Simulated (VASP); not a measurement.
Na: single point with HSE06

Crystal: Na.

```
CELL_PARAMETERS angstrom
-2.06440 2.06440 2.06440
2.06440 -2.06440 2.06440
2.06440 2.06440 -2.06440
ATOMIC_POSITIONS crystal
Na 0.00000 0.00000 0.00000
```

| Quantity | Value |
| --- | --- |
| Program | VASP 6.6.1 |
| Task | single point |
| Functional | HSE06 |
| Potentials or basis | VASP PAW PBE potentials, release 64 (Na_pv) |
| Cutoff | 400 eV |
| k mesh | 6 × 6 × 6 |
| Occupations | fermi-dirac, width 0.1 eV |
| Spin | no spin polarisation |

```
Pressure               : 0.5 GPa
Band gap on the k mesh : zero (an odd number of electrons rules out a gap without spin polarisation)
```

Levels at points of the mesh, in eV from the Fermi level:
```
           k point  band 1  band 2  band 3  band 4  band 5  band 6  band 7  band 8
(0.00, 0.00, 0.00)  -27.91  -27.91  -27.91   -4.01   12.67   12.67   12.67   13.67
(0.50, 0.00, 0.00)  -27.94  -27.92  -27.90    0.83    1.43    8.92   10.08   10.10
(0.50, 0.50, 0.50)  -27.93  -27.93  -27.93    4.96    4.96    5.49    5.49    5.49
```

Wall time 79 s on 1 thread of Intel(R) Xeon(R) 6975P-C (Granite Rapids), with other jobs on the host, peak memory 0.23 GiB.

Caveat: the PAW data sets were made with another functional, which shifts forces and pressure a little.
